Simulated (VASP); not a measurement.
S, 1 atom in the cell. Symmetry: Fm-3m, No. 225, cubic system. The conventional cell has a = 3.787 Å, b = 3.787 Å, c = 3.787 Å, α = 90.00°, β = 90.00°, γ = 90.00°. Within 3.5 Å of S (site symmetry m-3m) lie 12 S at 2.68 Å. 

* Program: VASP 6.6.1
* Task: single point
* Functional: PBEsol
* Potentials or basis: VASP PAW PBE potentials, release 64 (S)
* Cutoff: 520 eV
* k mesh: 9 × 9 × 9
* Occupations: gaussian, width 0.05 eV
* Spin: no spin polarisation
* Dipole correction: no
* Further INCAR settings: ALGO = Normal; EDIFF = 1e-06; NBANDS = 9

Potentials or basis: VASP PAW PBE potentials, release 64 (S).

The run is started by

```bash
$ cat potpaw_PBE.64/S/POTCAR > POTCAR
$ mpirun -np 1 vasp_std > vasp.out
```

Hardware: 1 thread of Intel(R) Xeon(R) Platinum 8375C CPU @ 2.90GHz (Ice Lake), on a shared host.

Task: Estimate the wall time of this run.

Result: Wall time 2.5 s on 1 thread of Intel(R) Xeon(R) Platinum 8375C CPU @ 2.90GHz (Ice Lake), with other jobs on the host, peak memory 0.12 GiB. Counts: scf iterations 9, k points 35.
